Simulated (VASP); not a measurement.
A run of VASP 6.6.1 is set up as follows.

INCAR

```
  ALGO = Normal
  EDIFF = 1E-6
  ENCUT = 520
  GGA = PS
  ISIF = 2
  ISMEAR = -1
  LASPH = T
  LCHARG = F
  LREAL = F
  LWAVE = F
  NBANDS = 55
  NELM = 60
  PREC = Accurate
  SIGMA = 0.02
```

File KPOINTS:

```
k-points
0
Gamma
  6 6 6
```

The input POSCAR:

```
Ga2O3
1.0
    2.5002087918      1.4434962190      4.4830291780
   -2.5002087918      1.4434962190      4.4830291780
    0.0000000000     -2.8869924379      4.4830291780
Ga O
4 6
Direct
    0.3557024971      0.3557024971      0.3557024971
    0.1442975029      0.1442975029      0.1442975029
    0.6442975029      0.6442975029      0.6442975029
    0.8557024971      0.8557024971      0.8557024971
    0.5527850667      0.9472149333      0.2500000000
    0.2500000000      0.5527850667      0.9472149333
    0.9472149333      0.2500000000      0.5527850667
    0.4472149333      0.0527850667      0.7500000000
    0.7500000000      0.4472149333      0.0527850667
    0.0527850667      0.7500000000      0.4472149333
```

Potentials or basis: VASP PAW PBE potentials, release 64 (Ga_d, O).

Run with:

```bash
$ cat potpaw_PBE.64/Ga_d/POTCAR potpaw_PBE.64/O/POTCAR > POTCAR
$ mpirun -np 1 vasp_std > vasp.out
```

(1) Predict the band gap on the k mesh.

(2) Predict the pressure.

(3) Estimate the largest force.

Answers

(1) 2.70 eV, indirect (least direct gap 2.96 eV).

(2) 0.7 GPa.

(3) 0.030 eV/Å.

Caveat: the PAW data sets were made with another functional, which shifts forces and pressure a little.
